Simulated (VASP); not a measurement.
# C (P-1) in VASP: notebook, part 2 of 2

VASP 6.6.1.

## 4. Single point, LDA (atom 1 (C) moved by (-0.300, +0.300) A along [1 1 0] and z)

Input file INCAR:

```
PREC = Accurate ; ENCUT = 520
EDIFF = 1E-6 ; ISMEAR = 0
SIGMA = 0.05 ; LREAL = False
LASPH = True ; NELM = 100
ALGO = Normal ; ISIF = 2
LWAVE = False ; LCHARG = False
NBANDS = 11
```

Input file KPOINTS:

```
regular mesh
0
Gamma
  12 12 12
```

Input file POSCAR:

```
C
1.0
    1.2280263465      0.7090013417      3.3470108394
   -1.2280263465      0.7090013417      3.3470108394
    0.0000000000     -1.4180026834      3.3470108394
C
2
Direct
    0.0576398881      0.2303821382      0.2936101901
    0.8360000000      0.8360000000      0.8360000000
```

Potentials or basis: VASP PAW LDA potentials, release 64 (C).

Launch:

```bash
> cat potpaw_LDA.64/C/POTCAR > POTCAR
> mpirun -np 1 vasp_std > vasp.out
```

OUTCAR:

```text
PREC = Accurate
   ENCUT = 520
   EDIFF = 1E-6
   ISMEAR = 0
   LREAL = False
   LASPH = True
   NELM = 100
   ISIF = 2

 ion  position               nearest neighbor table
   1  0.058  0.230  0.294-   2 1.25   2 1.39   2 1.73
   2  0.836  0.836  0.836-   1 1.25   1 1.39   1 1.73

  LATTYP: Found a trigonal (rhomboedric) cell.
 ALAT       =     3.6349983727
 COS(alpha) =     0.7717362630

  Lattice vectors:

 A1 = (   1.2280263465,   0.7090013417,   3.3470108394)
 A2 = (  -1.2280263465,   0.7090013417,   3.3470108394)
 A3 = (   0.0000000000,  -1.4180026834,   3.3470108394)

Analysis of symmetry for initial positions (statically):
=====================================================================
 Subroutine PRICEL returns:
 Original cell was already a primitive cell.

 Routine SETGRP: Setting up the symmetry group for a
 trigonal (rhombohedral) supercell.

 Subroutine GETGRP returns: Found  2 space group operations
 (whereof  1 operations were pure point group operations)
 out of a pool of 12 trial point group operations.

The static configuration has the point symmetry C_1 .
 The point group associated with its full space group is S_2 .

Analysis of symmetry for dynamics (positions and initial velocities):
=====================================================================
 Subroutine PRICEL returns:
 Original cell was already a primitive cell.

 Routine SETGRP: Setting up the symmetry group for a
 trigonal (rhombohedral) supercell.

 Subroutine GETGRP returns: Found  2 space group operations
 (whereof  1 operations were pure point group operations)
 out of a pool of 12 trial point group operations.

The dynamic configuration has the point symmetry C_1 .
 The point group associated with its full space group is S_2 .

 Subroutine INISYM returns: Found  2 space group operations
 (whereof  1 operations are pure point group operations),
 and found     1 'primitive' translations

[... 115 lines left out ...]
  volume/ion in A,a.u.               =       8.74        59.00
  Fermi-wavevector in a.u.,A,eV,Ry     =   1.261490  2.383870 21.651724  1.591357
  Thomas-Fermi vector in A             =   2.394946
   LORBIT       =      0    0 simple, 1 ext, 2 COOP (PROOUT), +10 PAW based schemes
   GGA     = CA    functional components
   LHFCALC =     F    Hartree Fock is set to
   AEXX    =    0.0000 exact exchange contribution
   IVDW    =     0    specifies the selected vdW correction
   LEPSILON=     F    determine dielectric tensor
   LRPA    =     F    only Hartree local field effects (RPA)
 non-spin polarized calculation
 Gauss-broadening in eV      SIGMA  =   0.05
  energy-cutoff  :      520.00
  volume of cell :       17.48
 maximum number of plane-waves:       483
   NGX = 13   NGY = 13   NGZ = 13

 number of electron       8.0000000 magnetization

 Free energy of the ion-electron system (eV)
  ---------------------------------------------------
  ext. energy  EPLUGINS =         0.00000000
  ---------------------------------------------------
  free energy    TOTEN  =       -18.07089842 eV

  energy without entropy =      -18.07060872  energy(sigma->0) =      -18.07075357

 E-fermi :   4.7670     XC(G=0): -10.8429

 val. band max:        4.7635045170   @ k =   0.4167  -0.0000  -0.4167
 cond. band min:       4.7700935942   @ k =   0.5000   0.0833  -0.3333
 fundamental gap:      0.0065890772
 Fermi energy:         4.7669740786

 k-point     1 :       0.0000    0.0000    0.0000
  band No.  band energies     occupation
      1     -14.9654      2.00000
      2      -1.9943      2.00000
      3      -1.7657      2.00000
      4       6.4619      0.00000
      5       7.7092      0.00000
      6       7.7660      0.00000
      7      16.6941      0.00000
      8      17.2639      0.00000
      9      19.4462      0.00000
     10      26.2284      0.00000
     11      28.4541      0.00000
[... 309 lines left out ...]
 k-point    24 :      -0.1667    0.0000   -0.0833
  band No.  band energies     occupation
      1     -14.4476      2.00000
      2      -2.4360      2.00000
      3      -1.6169      2.00000
      4       3.4105      2.00000
      5       7.9901      0.00000
      6       9.6775      0.00000
      7      16.0457      0.00000
      8      17.7582      0.00000
      9      20.5242      0.00000
     10      25.1548      0.00000
     11      27.0880      0.00000

 [... further k-points ...]
[... 5 lines left out ...]
  --------------------------------------------------------------------------------------
  -------------------------------------------------------------------------------------
  Total        0.9625807      6.2404960     -0.6726866     -1.0914729      2.2159014      0.7520549
  in kB       88.2032577    571.8295336    -61.6396652   -100.0139115    203.0476188     68.9123433
  external PRESSURE =     199.4643754 kB  Pullay stress =       0.0000000 kB

 VOLUME and BASIS-vectors are now :
 -----------------------------------------------------------------------------
  energy-cutoff  :      520.00
  volume of cell :       17.48
      direct lattice vectors                 reciprocal lattice vectors
     1.228026347  0.709001342  3.347010839     0.407157388  0.235072428  0.099591352
    -1.228026347  0.709001342  3.347010839    -0.407157388  0.235072428  0.099591352
     0.000000000 -1.418002683  3.347010839     0.000000000 -0.470144855  0.099591352

 POSITION                                       TOTAL-FORCE (eV/Angst)
 -----------------------------------------------------------------------------------
     -0.21213     -0.21213      1.94673         3.033869      9.053322     -2.193966
      0.00000      0.00000      8.39430        -3.033869     -9.053322      2.193966
 -----------------------------------------------------------------------------------
    total drift:                               -0.000000      0.000000      0.000000

  FREE ENERGIE OF THE ION-ELECTRON SYSTEM (eV)
  ---------------------------------------------------
  free  energy   TOTEN  =       -18.0708984246 eV

  energy  without entropy=      -18.0706087164  energy(sigma->0) =      -18.07075357
```

Wall time 87 s (1 thread of Intel Xeon 6975P-C (Granite Rapids), shared host); peak memory 0.23 GiB.

Results:

```
Free energy            : -18.0709 eV
Pressure               : 19.9 GPa
Largest force          : 9.797 eV/Å
Band gap on the k mesh : zero (bands 4 and 5 overlap by 3.51 eV)
```

Forces on the atoms (eV/Å):
```
C    3.034  9.053 -2.194
C   -3.034 -9.053  2.194
```

Levels at points of the mesh, in eV from the Fermi level:
```csv
k point,band 1,band 2,band 3,band 4,band 5,band 6,band 7,band 8
"(0.00, 0.00, 0.00)",-19.73,-6.76,-6.53,1.69,2.94,3.00,11.93,12.50
"(0.50, 0.00, 0.00)",-15.02,-11.60,-8.19,-3.80,5.04,6.82,8.96,12.89
"(0.00, 0.50, 0.00)",-14.77,-13.63,-4.45,-2.36,1.40,4.16,10.27,12.70
"(0.00, 0.00, 0.50)",-14.81,-13.80,-4.56,-1.31,-0.21,5.93,10.64,12.51
"(0.50, 0.50, 0.00)",-14.73,-13.68,-4.64,-1.50,-1.45,5.67,12.72,14.56
"(0.50, 0.00, 0.50)",-14.67,-13.55,-4.51,-2.60,-0.17,3.93,13.38,14.74
"(0.00, 0.50, 0.50)",-14.90,-11.50,-8.23,-4.27,2.74,6.41,12.77,14.44
"(0.50, 0.50, 0.50)",-19.41,-8.93,-6.53,2.06,2.88,9.50,9.73,12.28
```

Caveat: the cell differs from its parent crystal (atom 1 (C) moved by (-0.300, +0.300) A along [1 1 0] and z); the stress differs along the axes, from -6 to 57 GPa; forces of over 1 eV/Å act on the atoms, so gaps and moduli don't describe the material at rest.

## 5. Single point, LDA (atom 1 (C) moved by (+0.300, -0.300) A along [1 1 0] and z)

Input file INCAR:

```
  PREC = Accurate
  ENCUT = 520
  EDIFF = 1E-7
  ISMEAR = 0
  SIGMA = 0.05
  LREAL = False
  LASPH = True
  NELM = 60
  ALGO = Normal
  ISIF = 2
  LWAVE = False
  LCHARG = True
  GGA = CA
  LELF = True
  LVHAR = True
  NBANDS = 11
```

Input file KPOINTS:

```
Automatic mesh
0
Gamma
  12 12 12
```

POSCAR: that of step 4 with these lines changed.

```diff
@@ -8,3 +8,3 @@
 Direct
-    0.0576398881      0.2303821382      0.2936101901
+    0.2703601119      0.0976178618      0.0343898099
     0.8360000000      0.8360000000      0.8360000000
```

Launch:

```bash
> cat potpaw_LDA.64/C/POTCAR > POTCAR
> mpirun -np 1 vasp_std > vasp.out
```

It took 1.9 min on 1 thread of Intel Xeon 6975P-C (Granite Rapids), shared host; peak memory 0.24 GiB.

Results (log left out):

```yaml
Free_energy: -17.0074 eV
Pressure: 28.8 GPa
Largest_force: 17.044 eV/Å
Band_gap_on_the_k_mesh: zero (bands 4 and 5 overlap by 3.70 eV)
```

Forces in eV/Å, atoms in the order of the input:
```
C   -14.595  -8.601   1.871
C    14.595   8.601  -1.871
```

Stress tensor (GPa, compression positive):
```
 76.93  40.16  47.82
 40.16  19.86  27.99
 47.82  27.99 -10.44
```

Levels at points of the mesh, in eV from the Fermi level:
| k point | band 2 | band 3 | band 4 | band 5 | band 6 | band 7 |
| --- | --- | --- | --- | --- | --- | --- |
| (0.00, 0.00, 0.00) | -6.68 | -5.76 | 1.50 | 2.22 | 2.85 | 9.36 |
| (0.50, 0.00, 0.00) | -12.98 | -4.73 | -2.10 | 0.05 | 7.99 | 9.83 |
| (0.00, 0.50, 0.00) | -12.43 | -5.08 | -2.75 | 1.07 | 3.77 | 11.38 |
| (0.00, 0.00, 0.50) | -11.79 | -6.50 | -3.25 | 1.89 | 5.02 | 11.74 |
| (0.50, 0.50, 0.00) | -11.66 | -6.49 | -4.44 | 2.91 | 4.73 | 9.33 |
| (0.50, 0.00, 0.50) | -12.31 | -5.02 | -4.06 | 1.82 | 3.56 | 10.14 |
| (0.00, 0.50, 0.50) | -12.85 | -4.81 | -2.00 | -1.74 | 7.76 | 11.47 |
| (0.50, 0.50, 0.50) | -9.07 | -5.67 | 1.95 | 2.85 | 8.19 | 8.43 |

Caveat: the cell differs from its parent crystal (atom 1 (C) moved by (+0.300, -0.300) A along [1 1 0] and z); the stress differs along the axes, from -10 to 77 GPa; forces of over 1 eV/Å act on the atoms, so gaps and moduli don't describe the material at rest.

## 6. Summary

| cell | gap on the mesh (eV) | pressure (GPa) | largest force (eV/Å) |
| --- | --- | --- | --- |
| as given, atomic positions A | none | 12.6 | 8.67 |
| as given, atomic positions B | none | 27.2 | 11.11 |
| as given, atomic positions C | none | 19.9 | 9.80 |
| as given, atomic positions D | none | 28.8 | 17.04 |

Alike in all rows: task single point; level LDA; potentials or basis VASP PAW LDA potentials, release 64 (C); no spin polarisation; k mesh 12 × 12 × 12; cutoff (eV) 520; smearing gaussian 0.05 eV.

Caveats: forces of over 1 eV/Å act on the atoms, so gaps and moduli don't describe the material at rest; the stress differs along the axes, from -15 to 45 GPa (at least some runs); the stress differs along the axes, from -1 to 72 GPa (at least some runs); the stress differs along the axes, from -6 to 57 GPa (at least some runs); the stress differs along the axes, from -10 to 77 GPa (at least some runs).

Total energies depend on the potentials used, so only differences within one code and one set of settings carry meaning.

The gap in the log of VASP goes by the Fermi energy; the results here count the filled bands.